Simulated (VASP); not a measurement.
# Ta (P6_3/mmc) in VASP: a series of runs, part 2 of 2

VASP 6.6.1. The steps go on from the part before.

## 4. Single point, PBE (strained)

File INCAR:

```
SYSTEM = Ta
PREC = Accurate ; ENCUT = 520
EDIFF = 1E-6 ; ISMEAR = 0
SIGMA = 0.1 ; LREAL = .FALSE.
LASPH = .TRUE. ; NELM = 100
ALGO = Fast ; ISIF = 2
LWAVE = .FALSE. ; LCHARG = .FALSE.
GGA = PE ; NBANDS = 18
```

File KPOINTS:

```
regular mesh
0
G
  18 18 8
  0 0 0
```

File POSCAR:

```
Ta
1.0
    3.0786579439      0.0000000000      0.0000000000
   -1.5393289720      2.6661959890      0.0000000000
    0.0000000000      0.0000000000      5.1738684228
Ta
2
Direct
    0.6666666700      0.3333333300      0.7500000000
    0.3333333300      0.6666666700      0.2500000000
```

Potentials or basis: VASP PAW PBE potentials, release 64 (Ta_pv).

On the command line:

```bash
> cat potpaw_PBE.64/Ta_pv/POTCAR > POTCAR
> mpirun -np 1 vasp_std > vasp.out
```

OUTCAR:

```text
SYSTEM = Ta
   PREC = Accurate
   ENCUT = 520
   EDIFF = 1E-6
   ISMEAR = 0
   LREAL = .FALSE.
   LASPH = .TRUE.
   NELM = 100
   ISIF = 2
   GGA = PE

 ion  position               nearest neighbor table
   1  0.667  0.333  0.750-   2 3.14   2 3.14   2 3.14   2 3.14   2 3.14   2 3.14
   2  0.333  0.667  0.250-   1 3.14   1 3.14   1 3.14   1 3.14   1 3.14   1 3.14

  LATTYP: Found a hexagonal cell.
 ALAT       =     3.0786579439
 C/A-ratio  =     1.6805596845

  Lattice vectors:

 A1 = (   3.0786579439,   0.0000000000,   0.0000000000)
 A2 = (  -1.5393289720,   2.6661959890,   0.0000000000)
 A3 = (   0.0000000000,   0.0000000000,   5.1738684228)

Analysis of symmetry for initial positions (statically):
=====================================================================
 Subroutine PRICEL returns:
 Original cell was already a primitive cell.

 Routine SETGRP: Setting up the symmetry group for a
 hexagonal supercell.

 Subroutine GETGRP returns: Found 24 space group operations
 (whereof 12 operations were pure point group operations)
 out of a pool of 24 trial point group operations.

The static configuration has the point symmetry D_3d.
 The point group associated with its full space group is D_6h.

Analysis of symmetry for dynamics (positions and initial velocities):
=====================================================================
 Subroutine PRICEL returns:
 Original cell was already a primitive cell.

 Routine SETGRP: Setting up the symmetry group for a
 hexagonal supercell.

 Subroutine GETGRP returns: Found 24 space group operations
 (whereof 12 operations were pure point group operations)
 out of a pool of 24 trial point group operations.

The dynamic configuration has the point symmetry D_3d.
 The point group associated with its full space group is D_6h.

 Subroutine INISYM returns: Found 24 space group operations
 (whereof 12 operations are pure point group operations),
 and found     1 'primitive' translations

[... 115 lines left out ...]
  volume/ion in A,a.u.               =      21.23       143.30
  Fermi-wavevector in a.u.,A,eV,Ry     =   1.314799  2.484610 23.520349  1.728697
  Thomas-Fermi vector in A             =   2.445027
   LORBIT       =      0    0 simple, 1 ext, 2 COOP (PROOUT), +10 PAW based schemes
   GGA     = PE    functional components
   LHFCALC =     F    Hartree Fock is set to
   AEXX    =    0.0000 exact exchange contribution
   IVDW    =     0    specifies the selected vdW correction
   LEPSILON=     F    determine dielectric tensor
   LRPA    =     F    only Hartree local field effects (RPA)
 non-spin polarized calculation
 RMM-DIIS sequential band-by-band and
 Gauss-broadening in eV      SIGMA  =   0.10
  energy-cutoff  :      520.00
  volume of cell :       42.47
 maximum number of plane-waves:      1172
 NGX is ok and might be reduce to    24
   NGX = 11   NGY = 11   NGZ = 19

 number of electron      22.0000005 magnetization

 Free energy of the ion-electron system (eV)
  ---------------------------------------------------
  ext. energy  EPLUGINS =         0.00000000
  ---------------------------------------------------
  free energy    TOTEN  =       -22.70636548 eV

  energy without entropy =      -22.69016588  energy(sigma->0) =      -22.69826568

 E-fermi :   4.6571     XC(G=0): -11.7939

 val. band max:        4.6559708252   @ k =   0.2778   0.2778   0.0000
 cond. band min:       4.6588661978   @ k =   0.3333   0.1111   0.5000
 fundamental gap:      0.0028953726
 Fermi energy:         4.6571208348

 k-point     1 :       0.0000    0.0000    0.0000
  band No.  band energies     occupation
      1     -30.0755      2.00000
      2     -29.5209      2.00000
      3     -29.5209      2.00000
      4     -29.4590      2.00000
      5     -29.4438      2.00000
      6     -29.4438      2.00000
[... 481 lines left out ...]
      5     -29.5916      2.00000
      6     -29.5896      2.00000
[... 10 lines left out ...]
     17      10.5334      0.00000
     18      12.1407      0.00000

 [... further k-points ...]

------------------------ aborting loop because EDIFF is reached ----------------------------------------

  FORCE on cell =-STRESS in cart. coord.  units (eV):
  Direction    XX          YY          ZZ          XY          YZ          ZX
  --------------------------------------------------------------------------------------
  -------------------------------------------------------------------------------------
  Total       -5.6592471     -5.6592471     -3.6130195      0.0000000      0.0000000     -0.0000000
  in kB     -213.5012146   -213.5012146   -136.3050645      0.0000000      0.0000000     -0.0000000
  external PRESSURE =    -187.7691645 kB  Pullay stress =       0.0000000 kB

 VOLUME and BASIS-vectors are now :
 -----------------------------------------------------------------------------
  energy-cutoff  :      520.00
  volume of cell :       42.47
      direct lattice vectors                 reciprocal lattice vectors
     3.078657944  0.000000000  0.000000000     0.324816858  0.187533100  0.000000000
    -1.539328972  2.666195989  0.000000000     0.000000000  0.375066201  0.000000000
     0.000000000  0.000000000  5.173868423     0.000000000  0.000000000  0.193278978

 POSITION                                       TOTAL-FORCE (eV/Angst)
 -----------------------------------------------------------------------------------
      1.53933      0.88873      3.88040         0.000000      0.000000      0.000000
     -0.00000      1.77746      1.29347        -0.000000     -0.000000      0.000000
 -----------------------------------------------------------------------------------
    total drift:                               -0.000002      0.000001     -0.000000

  FREE ENERGIE OF THE ION-ELECTRON SYSTEM (eV)
  ---------------------------------------------------
  free  energy   TOTEN  =       -22.7063654770 eV

  energy  without entropy=      -22.6901658817  energy(sigma->0) =      -22.69826568
```

Run time: 2 min. Hardware: 1 thread of Intel Xeon 8259CL, shared host; peak memory 0.25 GiB.

Results:

- Free energy: -22.7064 eV
- Pressure: -18.8 GPa
- Band gap on the k mesh: zero (bands 11 and 12 overlap by 1.72 eV)

Caveat: the cell differs from its parent crystal (strained); the cell stands under tension; spin-orbit coupling is left out, which moves the levels of the heavy elements.

## 5. Overview

| cell | k mesh | gap on the mesh (eV) | pressure (GPa) |
| --- | --- | --- | --- |
| a = 3.048, b = 3.048, c = 5.274 Å, angles 90.0, 90.0, 120.0°, 2 atoms | 18 × 18 × 8 | none | -18.7 |
| a = 2.881, b = 2.881, c = 5.209 Å, angles 90.0, 90.0, 120.0°, 2 atoms | 15 × 15 × 8 | none | 0.4 |
| a = 3.079, b = 3.079, c = 5.174 Å, angles 90.0, 90.0, 120.0°, 2 atoms | 18 × 18 × 8 | none | -18.8 |

Alike in all rows: task single point; level PBE; potentials or basis VASP PAW PBE potentials, release 64 (Ta_pv); no spin polarisation; cutoff (eV) 520; smearing gaussian 0.1 eV.

Caveats: spin-orbit coupling is left out, which moves the levels of the heavy elements; the cell stands under tension (at least some runs).

Absolute energies hang on the potentials; compare differences alone.
